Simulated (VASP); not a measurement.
**Ge2Sb2Te: single point with PBE**

Ge2Sb2Te:

```
CELL_PARAMETERS angstrom
5.08986 0.00000 0.00000
-2.54493 4.40795 0.00000
0.00000 0.00000 8.33524
ATOMIC_POSITIONS crystal
Ge 0.00000 0.00000 0.32078
Ge 0.00000 0.00000 0.67922
Sb 0.33333 0.66667 0.50000
Sb 0.66667 0.33333 0.50000
Te 0.00000 0.00000 0.00000
```

```yaml
Program: VASP 6.6.1
Task: single point
Functional: PBE
Potentials_or_basis: VASP PAW PBE potentials, release 64 (Ge_d, Sb, Te)
Cutoff: 500 eV
k_mesh: 4 × 4 × 2
Occupations: gaussian, width 0.2 eV
Spin: no spin polarisation
Dipole_correction: no
Further_INCAR_settings: ALGO = Normal; EDIFF = 1e-06; NBANDS = 30
```

```
Pressure               : 0.1 GPa
Largest force          : 0.026 eV/Å
Band gap on the k mesh : zero (band 22 reaches 3.68 eV, above the bottom of band 23 at 2.25 eV)
```

Forces in eV/Å, atoms in the order of the input:
```
Ge   0.000  0.000 -0.026
Ge   0.000  0.000  0.026
Sb   0.000  0.000  0.000
Sb   0.000  0.000  0.000
Te   0.000  0.000  0.000
```

Levels at points of the mesh, in eV from the Fermi level:
| k point | band 20 | band 21 | band 22 | band 23 | band 24 | band 25 |
| --- | --- | --- | --- | --- | --- | --- |
| (0.00, 0.00, 0.00) | -2.23 | -0.12 | -0.08 | -0.08 | 0.12 | 0.72 |
| (0.50, 0.00, 0.00) | -1.07 | -0.64 | -0.01 | 0.27 | 1.52 | 1.66 |
| (0.00, 0.00, 0.50) | -2.11 | -1.12 | -0.76 | -0.76 | 1.59 | 1.73 |
| (0.50, 0.00, 0.50) | -0.82 | -0.28 | 0.66 | 0.83 | 1.34 | 1.86 |

Wall time 46 s on 1 thread of Intel Xeon 6975P-C, on a shared host, peak memory 0.32 GiB.

Caveat: the k points lie up to 0.38 Å⁻¹ apart; spin-orbit coupling is left out, which moves the levels of the heavy elements.
